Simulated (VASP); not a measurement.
Set up this calculation in VASP 6.6.1, as the native input.

```
Task                   : single point
Functional             : r2SCAN
Potentials or basis    : VASP PAW PBE potentials, release 64 (P)
Cutoff                 : 520 eV
k mesh                 : 8 × 8 × 6
Occupations            : fermi-dirac, width 0.05 eV
Spin                   : no spin polarisation
Dipole correction      : no
Further INCAR settings : ALGO = Normal; EDIFF = 1e-06; NBANDS = 18
```

Crystal: P.

```
CELL_PARAMETERS angstrom
1.65866 -5.50123 0.00000
1.65866 5.50123 0.00000
0.00000 0.00000 4.57373
ATOMIC_POSITIONS crystal
P 0.90414 0.09586 0.58882
P 0.09586 0.90414 0.41118
P 0.59586 0.40414 0.08882
P 0.40414 0.59586 0.91118
```

The input as run:

POSCAR

```
P
1.0
    1.6586556482     -5.5012310827      0.0000000000
    1.6586556482      5.5012310827      0.0000000000
    0.0000000000      0.0000000000      4.5737267689
P
4
Direct
    0.9041431300      0.0958568700      0.5888151700
    0.0958568700      0.9041431300      0.4111848300
    0.5958568700      0.4041431300      0.0888151700
    0.4041431300      0.5958568700      0.9111848300
```

INCAR.step1

```
ALGO = Normal
EDIFF = 1E-4
ENCUT = 520
GGA = PE
ISMEAR = -1
LASPH = T
LCHARG = F
LREAL = F
LWAVE = T
NBANDS = 18
NELM = 60
PREC = Accurate
SIGMA = 0.05
```

INCAR.step2

```
ALGO = Normal
EDIFF = 1E-6
ENCUT = 520
ISIF = 2
ISMEAR = -1
ISTART = 1
LASPH = T
LCHARG = F
LMIXTAU = T
LREAL = F
LWAVE = F
METAGGA = R2SCAN
NBANDS = 18
NELM = 60
PREC = Accurate
SIGMA = 0.05
```

KPOINTS

```
k-points
0
Gamma
  8 8 6
```

Potentials or basis: VASP PAW PBE potentials, release 64 (P).

Launch:

```bash
$ cat potpaw_PBE.64/P/POTCAR > POTCAR
$ cp INCAR.step1 INCAR
$ mpirun -np 1 vasp_std > vasp.out
$ cp INCAR.step2 INCAR
$ mpirun -np 1 vasp_std > vasp.out
```

It gave:

```yaml
Pressure: -1.5 GPa
Largest_force: 0.170 eV/Å
Band_gap_on_the_k_mesh: 0.29 eV
```

Caveat: the PAW data sets were made with another functional, which shifts forces and pressure a little.

Wall time 5.9 min on 1 thread of AMD EPYC 9R45 96-Core Processor (Zen 5), with other jobs on the host, peak memory 0.3 GiB.
